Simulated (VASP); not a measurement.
# Ta5Si (P-3m1) in VASP: single point with PBE

Aim: the single point of Ta5Si with PBE.

Program: VASP 6.6.1. These are calculated values, not measurements. Logs are shortened: lines on timing, memory, paths and dates and some standing lists are left out, and cuts for length are marked.

## 1. The cell of the first run

The structure is trigonal, space group P-3m1 (No. 164). Conventional cell: a = 4.639 Å, b = 4.639 Å, c = 5.600 Å, α = 90.00°, β = 90.00°, γ = 120.00°. Ta (site symmetry -3m) has 2 Si at 2.80 Å and 12 Ta at 2.85 to 3.24 Å within 3.7 Å. Ta (site symmetry 3m) has 11 Ta at 2.79 to 3.32 Å and 3 Si at 3.24 Å within 3.7 Å. Within 3.7 Å of Ta (site symmetry 3m) lie 11 Ta at 2.79 to 3.31 Å and 3 Si at 2.85 Å. Si (site symmetry -3m) has 14 Ta at 2.80 to 3.24 Å within 3.7 Å.

## 2. Single point, PBE

The input, INCAR:

```
SYSTEM = Ta5Si
ALGO     = Fast           ! electronic algorithm
EDIFF    = 1E-6           ! SCF threshold, eV
ENCUT    = 520            ! plane-wave cutoff, eV
GGA      = PE             ! functional
ISIF     = 2              ! what is computed and relaxed
ISMEAR   = 0              ! smearing method
LASPH    = .TRUE.         ! aspherical terms in the spheres
LCHARG   = .FALSE.        ! write CHGCAR
LREAL    = .FALSE.        ! projectors in reciprocal space
LWAVE    = .FALSE.        ! write WAVECAR
NBANDS   = 38             ! bands
NELM     = 100            ! most SCF steps
PREC     = Accurate       ! precision mode
SIGMA    = 0.1            ! smearing width, eV
```

The input, KPOINTS:

```
k-points
0
G
  12 12 6
  0 0 0
```

The input, POSCAR:

```
Ta5Si
1.0
    4.6391699104      0.0000000000      0.0000000000
   -2.3195849552      4.0176389949      0.0000000000
    0.0000000000      0.0000000000      5.6001492875
Ta Si
5 1
Direct
    0.0000000000      0.0000000000      0.5000000000
    0.6666666667      0.3333333333      0.6753029982
    0.6666666667      0.3333333333      0.1739569303
    0.3333333333      0.6666666667      0.3246970018
    0.3333333333      0.6666666667      0.8260430697
    0.0000000000      0.0000000000      0.0000000000
```

Potentials or basis: VASP PAW PBE potentials, release 64 (Ta_pv, Si).

Command:

```console
$ cat potpaw_PBE.64/Ta_pv/POTCAR potpaw_PBE.64/Si/POTCAR > POTCAR
$ mpirun -np 1 vasp_std > vasp.out
```

OUTCAR:

```text
SYSTEM = Ta5Si
   EDIFF = 1E-6
   ENCUT = 520
   GGA = PE
   ISIF = 2
   ISMEAR = 0
   LASPH = .TRUE.
   LREAL = .FALSE.
   NELM = 100
   PREC = Accurate

 ion  position               nearest neighbor table
   1  0.000  0.000  0.500-   6 2.80   6 2.80   2 2.85   4 2.85   2 2.85   4 2.85   2 2.85   4 2.85
                             3 3.24   5 3.24   3 3.24   5 3.24   5 3.24   3 3.24
   2  0.667  0.333  0.675-   3 2.79   3 2.81   5 2.81   5 2.81   5 2.81   1 2.85   1 2.85   1 2.85
                             6 3.24   6 3.24   6 3.24   4 3.32   4 3.32   4 3.32
   3  0.667  0.333  0.174-   2 2.79   2 2.81   4 2.81   4 2.81   4 2.81   6 2.85   6 2.85   6 2.85
                             1 3.24   1 3.24   1 3.24   5 3.31   5 3.31   5 3.31
   4  0.333  0.667  0.325-   5 2.79   5 2.81   3 2.81   3 2.81   3 2.81   1 2.85   1 2.85   1 2.85
                             6 3.24   6 3.24   6 3.24   2 3.32   2 3.32   2 3.32
   5  0.333  0.667  0.826-   4 2.79   4 2.81   2 2.81   2 2.81   2 2.81   6 2.85   6 2.85   6 2.85
                             1 3.24   1 3.24   1 3.24   3 3.31   3 3.31   3 3.31
   6  0.000  0.000  0.000-   1 2.80   1 2.80   5 2.85   3 2.85   3 2.85   5 2.85   3 2.85   5 2.85
                             2 3.24   4 3.24   4 3.24   2 3.24   2 3.24   4 3.24

  LATTYP: Found a hexagonal cell.
 ALAT       =     4.6391699104
 C/A-ratio  =     1.2071446823

  Lattice vectors:

 A1 = (   4.6391699104,   0.0000000000,   0.0000000000)
 A2 = (  -2.3195849552,   4.0176389949,   0.0000000000)
 A3 = (   0.0000000000,   0.0000000000,   5.6001492875)

Analysis of symmetry for initial positions (statically):
=====================================================================
 Subroutine PRICEL returns:
 Original cell was already a primitive cell.

 Routine SETGRP: Setting up the symmetry group for a
 hexagonal supercell.

 Subroutine GETGRP returns: Found 12 space group operations
 (whereof 12 operations were pure point group operations)
 out of a pool of 24 trial point group operations.

The static configuration has the point symmetry D_3d.

Analysis of symmetry for dynamics (positions and initial velocities):
=====================================================================
 Subroutine PRICEL returns:
 Original cell was already a primitive cell.

 Routine SETGRP: Setting up the symmetry group for a
 hexagonal supercell.

 Subroutine GETGRP returns: Found 12 space group operations
 (whereof 12 operations were pure point group operations)
 out of a pool of 24 trial point group operations.

The dynamic configuration has the point symmetry D_3d.

 Subroutine INISYM returns: Found 12 space group operations
 (whereof 12 operations are pure point group operations),
 and found     1 'primitive' translations

----------------------------------------------------------------------------------------

                                     Primitive cell

  volume of cell :     104.3784

  direct lattice vectors                    reciprocal lattice vectors
     4.639169910  0.000000000  0.000000000     0.215555804  0.124451201  0.000000000
    -2.319584955  4.017638995  0.000000000     0.000000000  0.248902403  0.000000000
     0.000000000  0.000000000  5.600149287     0.000000000  0.000000000  0.178566668

  length of vectors
     4.639169910  4.639169910  5.600149287     0.248902403  0.248902403  0.178566668

  position of ions in fractional coordinates (direct lattice)
     0.000000000  0.000000000  0.500000000
     0.666666667  0.333333333  0.675302998
     0.666666667  0.333333333  0.173956930
     0.333333333  0.666666667  0.324697002
     0.333333333  0.666666667  0.826043070
     0.000000000  0.000000000  0.000000000

  ion indices of the primitive-cell ions
   primitive index   ion index
                 1           1
                 2           2
                 3           3
                 4           4
                 5           5
                 6           6

----------------------------------------------------------------------------------------

 KPOINTS: k-points

Automatic generation of k-mesh.
 Grid dimensions read from file:
 generate k-points for:   12   12    6

 Generating k-lattice:

  Cartesian coordinates                     Fractional coordinates (reciprocal lattice)
     0.017962984  0.010370933  0.000000000     0.083333333  0.000000000  0.000000000
     0.000000000  0.020741867  0.000000000     0.000000000  0.083333333  0.000000000
     0.000000000  0.000000000  0.029761111     0.000000000  0.000000000  0.166666667

  Length of vectors
     0.020741867  0.020741867  0.029761111

  Shift w.r.t. Gamma in fractional coordinates (k-lattice)
     0.000000000  0.000000000  0.000000000

 Subroutine IBZKPT returns following result:
 ===========================================

 Found    100 irreducible k-points:

 Following reciprocal coordinates:
            Coordinates               Weight
  0.000000  0.000000  0.000000      1.000000
  0.083333  0.000000  0.000000      6.000000
  0.166667  0.000000  0.000000      6.000000
  0.250000  0.000000  0.000000      6.000000
  0.333333 -0.000000  0.000000      6.000000
  0.416667 -0.000000  0.000000      6.000000
[... 16 lines left out ...]
  0.166667  0.000000  0.166667      6.000000
  0.000000  0.166667  0.166667      6.000000
 [... further k-points ...]
   k-points           NKPTS =    100   k-points in BZ     NKDIM =    100   number of bands    NBANDS=     38
   number of dos      NEDOS =    301   number of ions     NIONS =      6
   total plane-waves  NPLWV =  54432
   dimension x,y,z NGX =    36 NGY =   36 NGZ =   42
   dimension x,y,z NGXF=    72 NGYF=   72 NGZF=   84
   ions per type =               5   1
   NGX,Y,Z   is equivalent  to a cutoff of  12.90, 12.90, 12.47 a.u.
   NGXF,Y,Z  is equivalent  to a cutoff of  25.80, 25.80, 24.94 a.u.
 SYSTEM =  Ta5Si
   PREC   = accura    normal or accurate (medium, high low for compatibility)
   ISTART =      0    job   : 0-new  1-cont  2-samecut
   ICHARG =      2    charge: 1-file 2-atom 10-const
   ISPIN  =      1    spin polarized calculation?
   LNONCOLLINEAR =      F non collinear calculations
   LSORBIT =      F    spin-orbit coupling
   LASPH  =      T    aspherical Exc in radial PAW
   ENCUT  =  520.0 eV  38.22 Ry    6.18 a.u.   8.63  8.63 10.41*2*pi/ulx,y,z
   NELM   =    100;   NELMIN=  2; NELMDL= -5     # of ELM steps
   EDIFF  = 0.1E-05   stopping-criterion for ELM
   LREAL  =      F    real-space projection
   EDIFFG = 0.1E-04   stopping-criterion for IOM
   NSW    =      0    number of steps for IOM
   IBRION =     -1    ionic relax: 0-MD 1-quasi-New 2-CG
   NFREE  =      0    steps in history (QN), initial steepest desc. (CG)
   ISIF   =      2    stress and relaxation
   ISYM   =      2    0-nonsym 1-usesym 2-fastsym
   POTIM  = 0.5000    time-step for ionic-motion
   TEBEG  =    0.0;   TEEND  =   0.0 temperature during run
   PSTRESS=    0.0 pullay stress
   NELECT =      59.0000    total number of electrons
   NUPDOWN=      -1.0000    fix difference up-down
   EMIN   =  10.00;   EMAX   =-10.00  energy-range for DOS
   EFERMI =   0.00;   METHOD = LEGACY
   ISMEAR =     0;   SIGMA  =   0.10  broadening in eV -4-tet -1-fermi 0-gaus
   EFERMI_NEDOS =   21; number of points for ismear=-14 and -15
   IALGO  =     68    algorithm
   IMIX   =      4    mixing-type and parameters
     AMIX     =   0.40;   BMIX     =  1.00
     AMIX_MAG =   1.60;   BMIX_MAG =  1.00
  volume/ion in A,a.u.               =      17.40       117.40
  Fermi-wavevector in a.u.,A,eV,Ry     =   1.353594  2.557923 24.928839  1.832218
  Thomas-Fermi vector in A             =   2.480837
   LORBIT       =      0    0 simple, 1 ext, 2 COOP (PROOUT), +10 PAW based schemes
   GGA     = PE    functional components
   LHFCALC =     F    Hartree Fock is set to
   AEXX    =    0.0000 exact exchange contribution
   IVDW    =     0    specifies the selected vdW correction
   LEPSILON=     F    determine dielectric tensor
   LRPA    =     F    only Hartree local field effects (RPA)
 non-spin polarized calculation
 RMM-DIIS sequential band-by-band and
 Gauss-broadening in eV      SIGMA  =   0.10
  energy-cutoff  :      520.00
  volume of cell :      104.38
 maximum number of plane-waves:      2845
 NGX is ok and might be reduce to    36
   NGX = 17   NGY = 17   NGZ = 21

 number of electron      59.0000007 magnetization

 Free energy of the ion-electron system (eV)
  ---------------------------------------------------
  ext. energy  EPLUGINS =         0.00000000
  ---------------------------------------------------
  free energy    TOTEN  =       -64.90741295 eV

  energy without entropy =      -64.87858807  energy(sigma->0) =      -64.89300051

 E-fermi :   6.2133     XC(G=0): -12.4163

 val. band max:        6.2076742725   @ k =   0.2500   0.1667   0.1667
 cond. band min:       6.2138693429   @ k =   0.1667   0.1667   0.1667
 fundamental gap:      0.0061950705
 Fermi energy:         6.2132790456

 k-point     1 :       0.0000    0.0000    0.0000
  band No.  band energies     occupation
      1     -27.9906      2.00000
      2     -27.9132      2.00000
      3     -27.8889      2.00000
      4     -27.8889      2.00000
      5     -27.8389      2.00000
      6     -27.8389      2.00000
[... 30 lines left out ...]
     37      10.1703      0.00000
     38      10.5260      0.00000

 k-point     2 :       0.0833    0.0000    0.0000
  band No.  band energies     occupation
      1     -28.0030      2.00000
      2     -27.9329      2.00000
      3     -27.9230      2.00000
      4     -27.9172      2.00000
      5     -27.8139      2.00000
      6     -27.8004      2.00000
[... 30 lines left out ...]
     37      10.3972      0.00000
     38      10.4624      0.00000
[... 859 lines left out ...]
     37      10.1319      0.00000
     38      10.5149      0.00000

 k-point    24 :       0.0000    0.1667    0.1667
  band No.  band energies     occupation
      1     -27.9909      2.00000
      2     -27.9823      2.00000
      3     -27.9257      2.00000
      4     -27.9004      2.00000
      5     -27.8186      2.00000
      6     -27.7448      2.00000
[... 30 lines left out ...]
     37      10.3029      0.00000
     38      10.5809      0.00000

 [... further k-points ...]

------------------------ aborting loop because EDIFF is reached ----------------------------------------

  FORCE on cell =-STRESS in cart. coord.  units (eV):
  Direction    XX          YY          ZZ          XY          YZ          ZX
  --------------------------------------------------------------------------------------
  -------------------------------------------------------------------------------------
  Total        0.0595260      0.0595260      0.1088182      0.0000000      0.0000000      0.0000000
  in kB        0.9137066      0.9137066      1.6703262      0.0000000      0.0000000      0.0000000
  external PRESSURE =       1.1659131 kB  Pullay stress =       0.0000000 kB

 VOLUME and BASIS-vectors are now :
 -----------------------------------------------------------------------------
  energy-cutoff  :      520.00
  volume of cell :      104.38
      direct lattice vectors                 reciprocal lattice vectors
     4.639169910  0.000000000  0.000000000     0.215555804  0.124451201  0.000000000
    -2.319584955  4.017638995  0.000000000     0.000000000  0.248902403  0.000000000
     0.000000000  0.000000000  5.600149287     0.000000000  0.000000000  0.178566668

 POSITION                                       TOTAL-FORCE (eV/Angst)
 -----------------------------------------------------------------------------------
      0.00000      0.00000      2.80007        -0.000000      0.000000      0.000000
      2.31958      1.33921      3.78180         0.000000     -0.000000      0.003873
      2.31958      1.33921      0.97418         0.000000      0.000000      0.001259
     -0.00000      2.67843      1.81835        -0.000000      0.000000     -0.003873
     -0.00000      2.67843      4.62596         0.000000      0.000000     -0.001259
      0.00000      0.00000      0.00000        -0.000000      0.000000      0.000000
 -----------------------------------------------------------------------------------
    total drift:                               -0.000000     -0.000000      0.000000

  FREE ENERGIE OF THE ION-ELECTRON SYSTEM (eV)
  ---------------------------------------------------
  free  energy   TOTEN  =       -64.9074129535 eV

  energy  without entropy=      -64.8785880674  energy(sigma->0) =      -64.89300051
```

Run time: 7.1 min. Hardware: 1 thread of Intel Xeon 6975P-C (Granite Rapids), shared host; peak memory 0.43 GiB.

Results:

| Quantity | Value |
| --- | --- |
| Free energy | -64.9074 eV |
| Pressure | 0.1 GPa |
| Largest force | 0.004 eV/Å |
| Band gap on the k mesh | zero (an odd number of electrons rules out a gap without spin polarisation) |

Forces on the atoms (eV/Å):
```
Ta   0.000  0.000  0.000
Ta   0.000  0.000  0.004
Ta   0.000  0.000  0.001
Ta   0.000  0.000 -0.004
Ta   0.000  0.000 -0.001
Si   0.000  0.000  0.000
```

Levels at points of the mesh, in eV from the Fermi level:
```
           k point  band 26  band 27  band 28  band 29  band 30  band 31  band 32  band 33  band 34  band 35
(0.00, 0.00, 0.00)    -1.32    -1.01    -1.01    -0.41    -0.41     1.77     1.96     1.96     3.42     3.82
(0.50, 0.00, 0.00)    -1.23    -1.13    -1.01     0.01     0.23     0.43     0.74     1.30     2.91     3.22
(0.00, 0.00, 0.50)    -0.85    -0.73    -0.37    -0.37     0.19     0.48     1.58     1.58     2.16     2.49
(0.50, 0.00, 0.50)    -1.11    -0.97    -0.48    -0.42    -0.10     0.83     0.92     0.93     2.39     2.93
```

Caveat: spin-orbit coupling is left out, which moves the levels of the heavy elements.
